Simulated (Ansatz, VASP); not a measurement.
# Two plane-wave programs on HfO2

```
Hf O
1.0
     0.00000    2.58282    2.54892
     2.54892    0.00000    2.54892
     2.54892    2.58282    0.00000
Hf O
1 2
Direct
  0.00000 0.00000 0.00000
  0.25000 0.25000 0.25000
  0.75000 0.75000 0.75000
```

Change from the starting cell: normal strain along x +0.0000, normal strain along y +0.0133.

Alike in both runs: task single point; functional PBE; k mesh 8 × 8 × 8; occupations gaussian, width 0.05 eV; no spin polarisation.

```csv
,VASP,Ansatz
version,VASP 6.6.1,Ansatz 0.2.0
potentials or method,"VASP PAW PBE potentials, release 64 (Hf_pv, O), cutoff 520 eV","scalar-relativistic, plane waves, PAW"
valence electrons in the cell,22,38
```

VASP gave:

```
gap on the k mesh at the Fermi level (eV)                     : 3.67
least direct gap on the mesh (eV)                             : 3.67
pressure (GPa)                                                : -6.7
traceless stress, the component that is largest in VASP (GPa) : -3.98
```

Q: Estimate Ansatz's values.

A: gap on the k mesh at the Fermi level (eV): 3.66; least direct gap on the mesh (eV): 3.66; pressure (GPa): -3.2; traceless stress, the component that is largest in VASP (GPa): -3.91.

With one functional, cell and mesh, what is left measures potentials, basis and numerics. VASP's potentials hold 22 valence electrons a cell and Ansatz's 38, so a difference there can come from the potentials and not from the codes.

Spin-orbit coupling is off throughout.
